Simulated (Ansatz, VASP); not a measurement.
Two plane-wave programs on Cs4Zn

```
CELL_PARAMETERS angstrom
7.37785 0.00000 0.00000
0.00000 7.37785 0.00000
0.00000 0.00000 7.37785
ATOMIC_POSITIONS crystal
Cs 0.50000 0.00000 0.00000
Cs 0.00000 0.50000 0.00000
Cs 0.00000 0.00000 0.50000
Cs 0.50000 0.50000 0.50000
Zn 0.00000 0.00000 0.00000
```

Alike in both runs: task single point; functional PBE; k mesh 6 × 6 × 6; occupations gaussian, width 0.1 eV; no spin polarisation.

|  | VASP | Ansatz |
| --- | --- | --- |
| version | VASP 6.6.1 | Ansatz 0.2.0 |
| potentials or method | VASP PAW PBE potentials, release 64 (Cs_sv, Zn), cutoff 520 eV | scalar-relativistic, plane waves, PAW |
| valence electrons in the cell | 48 | 48 |

|  | VASP | Ansatz | Ansatz less VASP |
| --- | --- | --- | --- |
| gap on the k mesh at the Fermi level (eV) | none | none | - |
| pressure (GPa) | 0.5 | 0.5 | 0.00 |

A gap of «none» marks a metal or a gap that the smearing closes.

Neither program's run includes spin-orbit coupling.
